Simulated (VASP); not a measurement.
Here is a VASP 6.6.1 calculation.

INCAR

```
PREC     = Accurate       # precision mode
ENCUT    = 520            # plane-wave cutoff, eV
EDIFF    = 1E-7           # SCF threshold, eV
ISMEAR   = -1             # smearing method
SIGMA    = 0.15           # smearing width, eV
LREAL    = False          # projectors in reciprocal space
LASPH    = True           # aspherical terms in the spheres
NELM     = 60             # most SCF steps
ALGO     = Normal         # electronic algorithm
ISIF     = 2              # what is computed and relaxed
LWAVE    = False          # write WAVECAR
LCHARG   = False          # write CHGCAR
NBANDS   = 18             # bands
```

The input KPOINTS:

```
Automatic mesh
0
Gamma
  12 12 12
```

Contents of POSCAR:

```
CdAg
1.0
    3.2426138171      0.0000000000      0.0000000000
    0.0000000000      3.2426138171      0.0000000000
    0.0000000000      0.0000000000      3.2426138171
Cd Ag
1 1
Direct
    0.5000000000      0.5000000000      0.5000000000
    0.0000000000      0.0000000000      0.0000000000
```

Potentials or basis: VASP PAW LDA potentials, release 64 (Cd, Ag).

Command:

```sh
$ cat potpaw_LDA.64/Cd/POTCAR potpaw_LDA.64/Ag/POTCAR > POTCAR
$ mpirun -np 1 vasp_std > vasp.out
```

Problem. What does it give for the pressure?

Solution. 3.3 GPa.

Problem. Estimate the band gap on the k mesh.

Solution. Zero (an odd number of electrons rules out a gap without spin polarisation).

Caveat: the cell stands under pressure.
